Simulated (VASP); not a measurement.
# AlRu (Pm-3m) in VASP: further runs, part 2 of 2

VASP 6.6.1.

### Step 4. Relaxation of cell and atoms, PBE, target pressure 12 GPa, at which the enthalpy is minimised

This run uses another cell than the first one, of 12.85 Å³/atom.

The input, INCAR:

```
PREC     = Accurate       # precision mode
ENCUT    = 600            # plane-wave cutoff, eV
EDIFF    = 1E-6           # SCF threshold, eV
ISMEAR   = 0              # smearing method
SIGMA    = 0.1            # smearing width, eV
LREAL    = False          # projectors in reciprocal space
LASPH    = True           # aspherical terms in the spheres
NELM     = 80             # most SCF steps
ALGO     = Fast           # electronic algorithm
ISIF     = 3              # what is computed and relaxed
LWAVE    = False          # write WAVECAR
LCHARG   = False          # write CHGCAR
GGA      = PE             # functional
IBRION   = 2              # ionic algorithm
NSW      = 70             # ionic steps
EDIFFG   = -0.008         # ionic threshold
PSTRESS  = 120.0
```

The input, KPOINTS:

```
Automatic mesh
0
Gamma
  14 14 14
```

The input, POSCAR:

```
AlRu
1.0
    2.9508232161      0.0000000000      0.0000000000
    0.0000000000      2.9508232161      0.0000000000
    0.0000000000      0.0000000000      2.9508232161
Al Ru
1 1
Direct
    0.0000000000      0.0000000000      0.0000000000
    0.5000000000      0.5000000000      0.5000000000
```

Potentials or basis: VASP PAW PBE potentials, release 64 (Al, Ru_pv).

The run is started by

```
$ cat potpaw_PBE.64/Al/POTCAR potpaw_PBE.64/Ru_pv/POTCAR > POTCAR
$ mpirun -np 1 vasp_std > vasp.out
```

OUTCAR:

```text
PREC = Accurate
   ENCUT = 600
   EDIFF = 1E-6
   ISMEAR = 0
   LREAL = False
   LASPH = True
   NELM = 80
   ISIF = 3
   GGA = PE
   IBRION = 2
   NSW = 70
   EDIFFG = -0.008
   PSTRESS = 120.0

 ion  position               nearest neighbor table
   1  0.000  0.000  0.000-   2 2.56   2 2.56   2 2.56   2 2.56   2 2.56   2 2.56   2 2.56   2 2.56

   2  0.500  0.500  0.500-   1 2.56   1 2.56   1 2.56   1 2.56   1 2.56   1 2.56   1 2.56   1 2.56

  LATTYP: Found a simple cubic cell.
 ALAT       =     2.9508232161

  Lattice vectors:

 A1 = (   2.9508232161,   0.0000000000,   0.0000000000)
 A2 = (   0.0000000000,   2.9508232161,   0.0000000000)
 A3 = (   0.0000000000,   0.0000000000,   2.9508232161)

Analysis of symmetry for initial positions (statically):
=====================================================================
 Subroutine PRICEL returns:
 Original cell was already a primitive cell.

 Routine SETGRP: Setting up the symmetry group for a
 simple cubic supercell.

 Subroutine GETGRP returns: Found 48 space group operations
 (whereof 48 operations were pure point group operations)
 out of a pool of 48 trial point group operations.

The static configuration has the point symmetry O_h .

Analysis of symmetry for dynamics (positions and initial velocities):
=====================================================================
 Subroutine PRICEL returns:
 Original cell was already a primitive cell.
[... 234 lines left out ...]

 number of electron      16.9999999 magnetization

 Free energy of the ion-electron system (eV)
  ---------------------------------------------------
  ext. energy  EPLUGINS =         0.00000000
  ---------------------------------------------------
  free energy    TOTEN  =       -14.20801145 eV

  energy without entropy =      -14.19886469  energy(sigma->0) =      -14.20343807

 E-fermi :  11.2932     XC(G=0): -12.7739

 val. band max:       11.2911721296   @ k =   0.5000   0.2857   0.1429
 cond. band min:      11.2958279327   @ k =   0.1429   0.0714   0.0714
 fundamental gap:      0.0046558031
 Fermi energy:        11.2932444222

 k-point     1 :       0.0000    0.0000    0.0000
  band No.  band energies     occupation
      1     -30.4809      2.00000
      2     -30.4809      2.00000
      3     -30.4809      2.00000
      4       1.3834      2.00000
      5       7.5070      2.00000
      6       7.5070      2.00000
      7      11.4886      0.00574
      8      11.4886      0.00574
      9      11.4886      0.00574
     10      17.5736      0.00000
     11      17.5736      0.00000
     12      17.5736      0.00000
[... 331 lines left out ...]
 k-point    24 :       0.3571    0.2143    0.0000
  band No.  band energies     occupation
      1     -30.6675      2.00000
      2     -30.5560      2.00000
      3     -30.4557      2.00000
      4       4.3120      2.00000
      5       7.2045      2.00000
      6       8.6098      2.00000
      7       9.5935      2.00000
      8      10.0356      2.00000
      9      10.9316      2.00000
     10      14.0926      0.00000
     11      17.9100      0.00000
     12      20.3251      0.00000

 [... further k-points ...]

------------------------ aborting loop because EDIFF is reached ----------------------------------------

  FORCE on cell =-STRESS in cart. coord.  units (eV):
  Direction    XX          YY          ZZ          XY          YZ          ZX
  --------------------------------------------------------------------------------------
  -------------------------------------------------------------------------------------
  Total        1.9224586      1.9224586      1.9224586      0.0000000     -0.0000000      0.0000000
  in kB      119.7672796    119.7672796    119.7672796      0.0000000     -0.0000000      0.0000000
  external PRESSURE =      -0.2327204 kB  Pullay stress =     120.0000000 kB
[... 21 lines left out ...]
  energy  without entropy=      -14.1988646907  energy(sigma->0) =      -14.20343807

  enthalpy is  TOTEN    =       -12.2818173142 eV   P V=        1.9261941373

 reached required accuracy - stopping structural energy minimisation
```

Run time: 74 s. Hardware: 1 thread of Intel Xeon 8259CL, shared host; peak memory 0.18 GiB.

Results:

```
Free energy                                                : -14.2080 eV
Relaxed volume                                             : 12.86 Å³/atom
Relaxed cell                                               : a = 2.952 Å, b = 2.952 Å, c = 2.952 Å, α = 90.00°, β = 90.00°, γ = 90.00°
Space group after relaxing (to 0.1 Å)                      : Pm-3m (No. 221)
Energy change on relaxing (the run minimises the enthalpy) : -0.9 meV/atom
Ionic steps                                                : 3
Pressure after relaxing                                    : 12.0 GPa
Band gap on the k mesh                                     : zero (an odd number of electrons rules out a gap without spin polarisation)
```

The path:
```
step  energy change (eV)  largest force (eV/Å)  pressure (GPa)  volume (Å³)
   1              0.0000                0.0000           12.30        25.69
   2             -0.0066                0.0000           11.33        25.78
   3             -0.0018                0.0000           11.98        25.72
```

Final structure:
```xyz
2
Lattice="2.9517 0.0000 0.0000 0.0000 2.9517 0.0000 0.0000 0.0000 2.9517" Properties=species:S:1:pos:R:3 pbc="T T T"
Al    0.0000    0.0000    0.0000
Ru    1.4759    1.4759    1.4759
```

Levels at points of the mesh, in eV from the Fermi level:
| k point | band 6 | band 7 | band 8 | band 9 | band 10 | band 11 | band 12 |
| --- | --- | --- | --- | --- | --- | --- | --- |
| (0.00, 0.00, 0.00) | -3.79 | 0.20 | 0.20 | 0.20 | 6.28 | 6.28 | 6.28 |
| (0.50, 0.00, 0.00) | -2.94 | -1.69 | -1.69 | 0.47 | 2.45 | 7.42 | 11.25 |
| (0.50, 0.50, 0.00) | -1.39 | -1.39 | -1.24 | -1.24 | 1.64 | 5.59 | 6.66 |
| (0.50, 0.50, 0.50) | -4.86 | 1.74 | 1.74 | 2.83 | 4.24 | 4.24 | 4.24 |

Caveat: the cell is relaxed towards a set pressure, so the run minimises the enthalpy, not the energy.

### Step 5. Summary

```csv
cell,gap on the mesh (eV),pressure (GPa)
"relaxed to 50 GPa from a = 2.834 Å, 2 atoms",none,50.0
"relaxed to 25 GPa from a = 2.904 Å, 2 atoms",none,25.0
"relaxed to 12 GPa from a = 2.951 Å, 2 atoms",none,12.0
```

Alike in all rows: task relaxation of cell and atoms; level PBE; potentials or basis VASP PAW PBE potentials, release 64 (Al, Ru_pv); no spin polarisation; k mesh 14 × 14 × 14; cutoff (eV) 600; smearing gaussian 0.1 eV.

Caveats: the cell is relaxed towards a set pressure, so the run minimises the enthalpy, not the energy.

Absolute energies hang on the potentials; compare differences alone.
